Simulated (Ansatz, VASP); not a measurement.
# One calculation of Lu, two programs

The input INCAR:

```
PREC = Accurate ; ENCUT = 520
EDIFF = 1E-7 ; ISMEAR = -1
SIGMA = 0.1 ; LREAL = F
LASPH = T ; NELM = 80
ALGO = Normal ; ISIF = 2
LWAVE = F ; LCHARG = F
GGA = RP ; NBANDS = 18
```

The input KPOINTS:

```
Automatic mesh
0
Gamma
  12 12 12
```

The input POSCAR:

```
Lu
1.0
    0.0000000000      2.4489716547      2.4489716547
    2.4489716547      0.0000000000      2.4489716547
    2.4489716547      2.4489716547      0.0000000000
Lu
1
Direct
    0.0000000000      0.0000000000      0.0000000000
```

Input for Ansatz:

```yaml
crystal:
  lattice:
    - [0.0, 2.4489716547, 2.4489716547]
    - [2.4489716547, 0.0, 2.4489716547]
    - [2.4489716547, 2.4489716547, 0.0]
  atoms:
    - { symbol: Lu, position: [0.0, 0.0, 0.0] }
hamiltonian:
  xc: rpbe
  pseudopotentials:
    kind: paw
    azcp:
      Lu: "pseudopotentials/Lu.paw.azcp"
basis:
  ecutwfc: 420
  fft_grid_basis: typed
kpoints:
  mp_grid: { grid: [12, 12, 12], shift: [0, 0, 0] }
magnetization:
  spin_polarized: false
scf:
  occupations: { method: fermi_dirac, width: 0.1 }
  lower_state_search: "off"
output:
  stress: true
  write_density: true
  write_potential: true
  elf: true
  volumetric_format: npy
```

Alike in both runs: task single point; functional RPBE; k mesh 12 × 12 × 12; occupations fermi-dirac, width 0.1 eV; no spin polarisation.

|  | VASP | Ansatz |
| --- | --- | --- |
| version | VASP 6.6.1 | Ansatz 0.2.0 |
| potentials or method | VASP PAW PBE potentials, release 64 (Lu), cutoff 520 eV | plane waves (420 eV) with PAW, scalar-relativistic |
| valence electrons in the cell | 25 | 25 |

VASP gave:

```
pressure (GPa) : 1.8
```

Task: What did Ansatz give for the same quantities?

Result: Pressure (GPa): 1.7.

VASP's potentials were made for PBE, not for RPBE.

Spin-orbit coupling is off throughout.
